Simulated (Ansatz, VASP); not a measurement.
## Si: VASP beside Ansatz

```
Si
1.0
     3.71769    0.00000    0.00000
    -1.85885    3.21962    0.00000
     0.00000    0.00000   23.66636
Si
8
Direct
  0.00000 0.00000 0.71483
  0.33333 0.66667 0.68423
  0.33333 0.66667 0.58419
  0.66667 0.33333 0.54970
  0.66667 0.33333 0.45029
  0.00000 0.00000 0.41581
  0.00000 0.00000 0.31577
  0.33333 0.66667 0.28517
```

Alike in both runs: functional LDA; k mesh 10 × 10 × 1; occupations gaussian, width 0.03 eV; no spin polarisation.

Ansatz relaxed the structure, and its values are those at the end. VASP's run is a single point on that final structure, the one shown.

```csv
,VASP,Ansatz
version,VASP 6.6.1,Ansatz 0.2.0
potentials or method,"VASP PAW LDA potentials, release 64 (Si)","scalar-relativistic, plane waves, PAW"
plane-wave cutoff (eV),520,420
valence electrons in the cell,32,32
```

```csv
,VASP,Ansatz,Ansatz less VASP
gap on the k mesh at the Fermi level (eV),none,none,-
rms of the force components (eV/Å),0.006,0.006,-0.0004
```

LDA's correlation is that of Perdew and Zunger in VASP and of Perdew and Wang (1992) in Ansatz. A gap of «none» marks a metal or a gap that the smearing closes. Ansatz's warnings: xc potential rough in thin density.
